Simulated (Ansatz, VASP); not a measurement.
Two plane-wave programs on Si

```
Si
1.0
     3.81947   -0.00067    0.01404
    -1.91031    3.36177   -0.02139
     0.02321   -0.02741    6.43688
Si
4
Direct
  0.30982 0.64941 0.06650
  0.66646 0.33169 0.56514
  0.35308 0.68090 0.43255
  0.67064 0.33800 0.93581
```

Change from the starting cell: all atoms moved at random, sigma 0.05 Å a component, cell strained at random, sigma 0.01.

Alike in both runs: task single point; functional PBE; k mesh 6 × 6 × 4; occupations gaussian, width 0.05 eV; no spin polarisation.

```csv
,VASP,Ansatz
version,VASP 6.6.1,Ansatz 0.2.0
potentials or method,"VASP PAW PBE potentials, release 64 (Si), cutoff 520 eV","scalar-relativistic, plane waves, PAW"
valence electrons in the cell,16,16
```

Ansatz gave:

```
gap on the k mesh at the Fermi level (eV)                     : 0.28
least direct gap on the mesh (eV)                             : 0.91
pressure (GPa)                                                : -0.7
traceless stress, the component that is largest in VASP (GPa) : 1.99
rms of the force components (eV/Å)                            : 0.646
```

**Question.** Estimate VASP's values.

**Answer.** gap on the k mesh at the Fermi level (eV): 0.29; least direct gap on the mesh (eV): 0.92; pressure (GPa): -0.8; traceless stress, the component that is largest in VASP (GPa): 1.98; rms of the force components (eV/Å): 0.645.

Atom by atom the forces differ by 0.001 eV/Å (rms over components).
